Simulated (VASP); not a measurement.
Set up this calculation in VASP 6.6.1, as the native input.

| Property | Result |
| --- | --- |
| Task | electric field gradients |
| Functional | LDA |
| Potentials or basis | VASP PAW LDA potentials, release 64 (Ta_pv, S) |
| Cutoff | 400 eV |
| k mesh | 9 × 9 × 5 |
| Occupations | fermi-dirac, width 0.03 eV |
| Spin | no spin polarisation |
| Dipole correction | no |
| Further INCAR settings | ALGO = Normal; EDIFF = 1e-08; NBANDS = 18 |

The structure of TaS2 lies in POSCAR:

```
TaS2
1.0
    3.3611317775      0.0000000000      0.0000000000
   -1.6805658888      2.9108255048      0.0000000000
    0.0000000000      0.0000000000      5.8794685816
Ta S
1 2
Direct
    0.0000000000      0.0000000000      0.0000000000
    0.3333333333      0.6666666667      0.2500000000
    0.6666666667      0.3333333333      0.7500000000
```

This cell differs from its parent crystal: volume scaled by 1.01.

These files were run (other wordings do the same):

INCAR

```
SYSTEM = TaS2
  PREC = Accurate
  ENCUT = 400
  EDIFF = 1E-8
  ISMEAR = -1
  SIGMA = 0.03
  LREAL = .False.
  LASPH = .True.
  NELM = 120
  ALGO = Normal
  ISIF = 2
  LWAVE = .False.
  LCHARG = .False.
  LEFG = .True.
  NBANDS = 18
  GGA_COMPAT = .False.
```

KPOINTS

```
Automatic mesh
0
Gamma
  9 9 5
  0 0 0
```

Potentials or basis: VASP PAW LDA potentials, release 64 (Ta_pv, S).

Command:

```console
$ cat potpaw_LDA.64/Ta_pv/POTCAR potpaw_LDA.64/S/POTCAR > POTCAR
$ mpirun -np 1 vasp_std > vasp.out
```

Results of the run:

```yaml
Pressure: 0.3 GPa
Largest_force: 0.663 eV/Å
```

Caveat: without QUAD_EFG the Cq values of the log hold for a quadrupole moment of 1 mb, not for the nuclei.

Run time: 44 s on 1 thread of AMD EPYC 7R43 64-Core Processor (Zen 3), with other jobs on the host, peak memory 0.12 GiB.
